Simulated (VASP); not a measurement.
Input of a VASP 6.6.1 run:

Contents of INCAR:

```
ALGO = Fast
EDIFF = 1E-7
ENCUT = 520
GGA = PS
ISIF = 2
ISMEAR = 0
LASPH = T
LCHARG = F
LREAL = F
LWAVE = F
NBANDS = 13
NELM = 80
PREC = Accurate
SIGMA = 0.15
```

Contents of KPOINTS:

```
k-points
0
Gamma
  22 22 22
```

The input POSCAR:

```
Sn
1.0
   -1.8255851467      1.8255851467      1.8255851467
    1.8255851467     -1.8255851467      1.8255851467
    1.8255851467      1.8255851467     -1.8255851467
Sn
1
Direct
    0.0000000000      0.0000000000      0.0000000000
```

Potentials or basis: VASP PAW PBE potentials, release 64 (Sn_d).

Run with:

```console
$ cat potpaw_PBE.64/Sn_d/POTCAR > POTCAR
$ mpirun -np 1 vasp_std > vasp.out
```

Q: What does it give for the band gap on the k mesh?

A: Zero (bands 7 and 8 overlap by 11.82 eV).

Q: Predict the pressure.

A: 4.6 GPa.

Caveat: the cell differs from its parent crystal (strain -0.025 along x and y, -0.025 along z); the cell stands under pressure; the PAW data sets were made with another functional, which shifts forces and pressure a little; spin-orbit coupling is left out, which moves the levels of the heavy elements.
